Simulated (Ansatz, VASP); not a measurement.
One calculation of Rb2CoF6, two programs

Contents of INCAR:

```
SYSTEM = Rb2CoF6
  ALGO = Normal
  EDIFF = 1E-6
  ENCUT = 520
  GGA = CA
  ISIF = 2
  ISMEAR = 0
  ISPIN = 2
  LASPH = .TRUE.
  LCHARG = .FALSE.
  LDAU = .TRUE.
  LDAUJ = 0 0 0
  LDAUL = -1 2 -1
  LDAUPRINT = 1
  LDAUTYPE = 2
  LDAUU = 0 2 0
  LMAXMIX = 4
  LORBIT = 11
  LREAL = .FALSE.
  LWAVE = .FALSE.
  MAGMOM = 0 0 5 0 0 0 0 0 0
  NBANDS = 48
  NELM = 150
  PREC = Accurate
  SIGMA = 0.05
```

KPOINTS

```
k-points
0
G
  4 4 4
  0 0 0
```

The input POSCAR:

```
Rb2CoF6
1.0
    0.0000000000      4.2299996800      4.2299996800
    4.2299996800      0.0000000000      4.2299996800
    4.2299996800      4.2299996800      0.0000000000
Rb Co F
2 1 6
Direct
    0.2500000000      0.2500000000      0.2500000000
    0.7500000000      0.7500000000      0.7500000000
    0.0000000000      0.0000000000      0.0000000000
    0.8050000000      0.1950000000      0.1950000000
    0.1950000000      0.8050000000      0.1950000000
    0.1950000000      0.8050000000      0.8050000000
    0.8050000000      0.1950000000      0.8050000000
    0.1950000000      0.1950000000      0.8050000000
    0.8050000000      0.8050000000      0.1950000000
```

Input for Ansatz:

```yaml
crystal:
  lattice:
    - [0.0, 4.22999968, 4.22999968]
    - [4.22999968, 0.0, 4.22999968]
    - [4.22999968, 4.22999968, 0.0]
  atoms:
    - { symbol: Rb, position: [0.25, 0.25, 0.25] }
    - { symbol: Rb, position: [0.75, 0.75, 0.75] }
    - { symbol: Co, position: [0.0, 0.0, 0.0], spin: 5.0 }
    - { symbol: F, position: [0.805, 0.195, 0.195] }
    - { symbol: F, position: [0.195, 0.805, 0.195] }
    - { symbol: F, position: [0.195, 0.805, 0.805] }
    - { symbol: F, position: [0.805, 0.195, 0.805] }
    - { symbol: F, position: [0.195, 0.195, 0.805] }
    - { symbol: F, position: [0.805, 0.805, 0.195] }
basis:
  ecutwfc: 420
  ecutrho_ratio: 4
kpoints:
  mp_grid: { grid: [4, 4, 4] }
hamiltonian:
  xc: lda
  hubbard: { sites: [{ site: 2, l: d, u_eff: 2.0 }] }
scf:
  occupations: { method: gaussian, width: 0.05 }
output:
  forces: true
  stress: true
  eigenvalues: true
  populations: true
  hubbard: { sites: [{ site: 2, l: d }] }
  write_density: true
  write_potential: true
  elf: true
  volumetric_format: npy
magnetization:
  spin_polarized: true
```

Alike in both runs: task single point; functional LDA; k mesh 4 × 4 × 4; occupations gaussian, width 0.05 eV; collinear spin; Hubbard terms Co d U = 2.0 eV.

|  | VASP | Ansatz |
| --- | --- | --- |
| version | VASP 6.6.1 | Ansatz 0.2.0 |
| potentials or method | VASP PAW LDA potentials, release 64 (Rb_sv, Co, F), cutoff 520 eV | scalar-relativistic, plane waves, PAW |
| valence electrons in the cell | 69 | 77 |

Ansatz gave:

| Quantity | Value |
| --- | --- |
| pressure (GPa) | 12.5 |
| rms of the force components (eV/Å) | 2.075 |
| net moment per atom (μB) | 0.11 |
| size of the moment on the site where the two differ most (μB) | 0.72 |

Q: What did VASP give for the same quantities?

A: Pressure (GPa): 11.4; rms of the force components (eV/Å): 1.964; net moment per atom (μB): 0.11; size of the moment on the site where the two differ most (μB): 0.74.

LDA's correlation is that of Perdew and Zunger in VASP and of Perdew and Wang (1992) in Ansatz. Site moments also hang on the region over which each program counts them. The programs project onto different local orbitals, so the same U acts differently, and such runs can settle in different states. Atom by atom the forces differ by 0.112 eV/Å (rms over components). VASP's potentials hold 69 valence electrons a cell and Ansatz's 77, so a difference there can come from the potentials and not from the codes. Ansatz's warnings: given moment on shells, reached outside group.
